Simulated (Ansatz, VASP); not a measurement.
## MgO: VASP beside Ansatz

```xyz
2
Lattice="2.8499 0.0000 0.0000 -1.4249 2.4681 0.0000 0.0000 0.0000 2.5993" Properties=species:S:1:pos:R:3 pbc="T T T"
Mg    0.0000    0.0000    0.0000
O     0.0000    1.6454    1.2996
```

Change from the starting cell: strain -0.030 along x and y, -0.030 along z, atoms carried along.

Alike in both runs: task single point; functional PBE; k mesh 9 × 9 × 8; occupations gaussian, width 0.05 eV; no spin polarisation.

|  | VASP | Ansatz |
| --- | --- | --- |
| version | VASP 6.6.1 | Ansatz 0.2.0 |
| potentials or method | VASP PAW PBE potentials, release 64 (Mg, O), cutoff 520 eV | scalar-relativistic, plane waves, PAW |
| valence electrons in the cell | 8 | 16 |

|  | VASP | Ansatz | Ansatz less VASP |
| --- | --- | --- | --- |
| gap on the k mesh at the Fermi level (eV) | 3.72 | 3.74 | +0.018 |
| least direct gap on the mesh (eV) | 4.14 | 4.15 | +0.014 |
| pressure (GPa) | 14.5 | 15.2 | +0.61 |
| traceless stress, the component that is largest in VASP (GPa) | 2.45 | 2.51 | +0.065 |

VASP's potentials hold 8 valence electrons a cell and Ansatz's 16, so a difference there can come from the potentials and not from the codes.
